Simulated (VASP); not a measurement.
**Al2GaN3: relaxation of cell and atoms with PBEsol**

The system is Al2GaN3.

```
Al Ga N
1.0
     5.78040   -1.57803    0.00092
     5.78040    1.57803    0.00092
    -1.90849    0.00000    7.22182
Al Ga N
4 2 6
Direct
  0.94421 0.94421 0.38923
  0.88893 0.88893 0.77670
  0.22314 0.22314 0.44451
  0.55405 0.55405 0.11303
  0.27708 0.27708 0.05762
  0.60965 0.60965 0.72179
  0.14761 0.14761 0.18500
  0.48165 0.48165 0.85245
  0.81833 0.81833 0.51506
  0.76440 0.76440 0.90172
  0.09530 0.09530 0.56471
  0.43101 0.43101 0.24298
```

```yaml
Program: VASP 6.6.1
Task: relaxation of cell and atoms
Functional: PBEsol
Potentials_or_basis: VASP PAW PBE potentials, release 64 (Al, Ga_d, N)
Cutoff: 600 eV
k_mesh: 8 × 8 × 4
Occupations: gaussian, width 0.02 eV
Spin: no spin polarisation
Target_pressure: -2 GPa
Dipole_correction: no
Further_INCAR_settings: ALGO = Normal; EDIFF = 1e-07; IBRION = 2; EDIFFG = -0.008; NSW = 70; ISIF = 3
```

```json
{
 "Relaxed volume": "10.87 Å³/atom",
 "Relaxed cell": "a = 5.972 Å, b = 5.972 Å, c = 7.444 Å, α = 104.28°, β = 104.28°, γ = 30.53°",
 "Space group after relaxing (to 0.1 Å)": "Cm (No. 8)",
 "Energy change on relaxing (the run minimises the enthalpy)": "-2.1 meV/atom",
 "Ionic steps": "4",
 "Pressure after relaxing": "-2.0 GPa",
 "Largest force after relaxing": "0.008 eV/Å",
 "Band gap on the k mesh": "3.21 eV"
}
```

Forces on the atoms (eV/Å):
```
Al  -0.005  0.000  0.001
Al  -0.001  0.000  0.000
Al  -0.001  0.000  0.001
Al   0.000  0.000 -0.001
Ga  -0.002  0.000  0.002
Ga  -0.002  0.000  0.002
N    0.006  0.000 -0.005
N    0.006  0.000 -0.002
N    0.000  0.000  0.000
N   -0.003  0.000  0.001
N    0.003  0.000  0.007
N   -0.001  0.000 -0.006
```

The path:
```
step  energy change (eV)  largest force (eV/Å)  pressure (GPa)  volume (Å³)
   1              0.0000                0.0199           -3.91       131.76
   2             -0.0330                0.0214           -0.31       129.28
   3             -0.0248                0.0080           -2.00       130.42
   4             -0.0251                0.0079           -1.96       130.39
```

Final structure:
```cif
data_structure
_symmetry_space_group_name_H-M 'P 1'
_symmetry_Int_Tables_number 1
_cell_length_a 5.9720
_cell_length_b 5.9720
_cell_length_c 7.4441
_cell_angle_alpha 104.276
_cell_angle_beta 104.276
_cell_angle_gamma 30.531
_cell_volume 130.39
loop_
_atom_site_label
_atom_site_type_symbol
_atom_site_fract_x
_atom_site_fract_y
_atom_site_fract_z
_atom_site_occupancy
Al1 Al 0.94422 0.94422 0.38924 1
Al2 Al 0.88891 0.88891 0.77674 1
Al3 Al 0.22311 0.22311 0.44451 1
Al4 Al 0.55404 0.55404 0.11304 1
Ga1 Ga 0.27709 0.27709 0.05755 1
Ga2 Ga 0.60968 0.60968 0.72178 1
N1 N 0.14764 0.14764 0.18500 1
N2 N 0.48166 0.48166 0.85241 1
N3 N 0.81834 0.81834 0.51506 1
N4 N 0.76438 0.76438 0.90176 1
N5 N 0.09529 0.09529 0.56476 1
N6 N 0.43100 0.43100 0.24295 1
```

Levels at points of the mesh, in eV from the valence-band top:
```
           k point  band 31  band 32  band 33  band 34  band 35  band 36  band 37  band 38
(0.00, 0.00, 0.00)    -0.86    -0.06    -0.01     0.00     3.21     5.05     5.29     5.72
(0.50, 0.00, 0.00)    -1.51    -1.42    -1.30    -1.26     4.68     5.05     5.47     5.70
(0.50, 0.50, 0.00)    -0.81    -0.66    -0.54    -0.37     5.21     5.28     5.55     5.90
(0.00, 0.00, 0.50)    -0.51    -0.42    -0.30    -0.11     4.58     4.66     5.04     5.11
(0.50, 0.00, 0.50)    -1.86    -1.04    -0.91    -0.75     5.25     5.37     5.54     5.73
(0.50, 0.50, 0.50)    -0.69    -0.63    -0.27    -0.20     5.03     5.11     5.55     5.83
```

It took 8.7 min on 4 MPI ranks on AMD EPYC 9R45 96-Core Processor (Zen 5) (shared host), peak memory 0.67 GiB a rank.

Caveat: the cell is relaxed towards a set pressure, so the run minimises the enthalpy, not the energy; the PAW data sets were made with another functional, which shifts forces and pressure a little. A k mesh can miss the band edges.
